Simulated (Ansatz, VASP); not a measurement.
**Al: VASP beside Ansatz**

```xyz
2
Lattice="2.8125 0.0000 0.0000 -1.4062 2.4357 0.0000 0.0000 0.0000 4.8669" Properties=species:S:1:pos:R:3 pbc="T T T"
Al    0.0000    1.6238    1.2167
Al    1.4062    0.8119    3.6501
```

Alike in both runs: functional r2SCAN; k mesh 6 × 6 × 3; occupations fermi-dirac, width 0.05 eV; no spin polarisation.

|  | VASP | Ansatz |
| --- | --- | --- |
| version | VASP 6.6.1 | Ansatz 0.2.0 |
| potentials or method | VASP PAW PBE potentials, release 64 (Al) | Ansatz PAW |
| plane-wave cutoff (eV) | 520 | 500 |
| valence electrons in the cell | 6 | 6 |
| task | single point | projected density of states |

Ansatz gave:

* gap on the k mesh at the Fermi level (eV): none
* pressure (GPa): -1.1
* traceless stress, the component that is largest in VASP (GPa): -6.03

Which values does VASP return?

gap on the k mesh at the Fermi level (eV): none; pressure (GPa): -1.3; traceless stress, the component that is largest in VASP (GPa): -6.01.

VASP's potentials were made for PBE, not for r2SCAN. A gap of «none» marks a metal or a gap that the smearing closes. With one functional, cell and mesh, what is left measures potentials, basis and numerics.

The k mesh is coarse, so the values compare programs but aren't converged.
